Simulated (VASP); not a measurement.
Runs of VASP 6.6.1 on Sb. The structure is that of space group Im-3m (No. 229), or close to it. The cells are those of the table. 

```csv
cell,gap on the mesh (eV),pressure (GPa)
"a = 2.988 Å, angles 109.5°, 1 atom",none,(a)
"a = 2.947 Å, angles 109.5°, 1 atom",none,41.3
"a = 3.008 Å, angles 109.5°, 1 atom",none,29.1
"a = 3.027 Å, angles 109.5°, 1 atom",none,25.7
"a = 2.968 Å, angles 109.5°, 1 atom",none,37.2
"a = 2.927 Å, angles 109.5°, 1 atom",none,(b)
"a = 3.046 Å, angles 109.5°, 1 atom",none,23.1
```

Alike in all rows: task single point; level PBE; potentials or basis VASP PAW PBE potentials, release 64 (Sb); no spin polarisation; k mesh 9 × 9 × 9; cutoff (eV) 500; smearing methfessel-paxton 0.05 eV.

Question: Estimate the missing entries.

Answer: (a) 33.0; (b) 46.2.

Caveats: spin-orbit coupling is left out, which moves the levels of the heavy elements.

A k mesh can miss the band edges, and the runs leave out spin-orbit coupling on Sb.

A gap of «none» marks levels without a gap at the run's occupations.
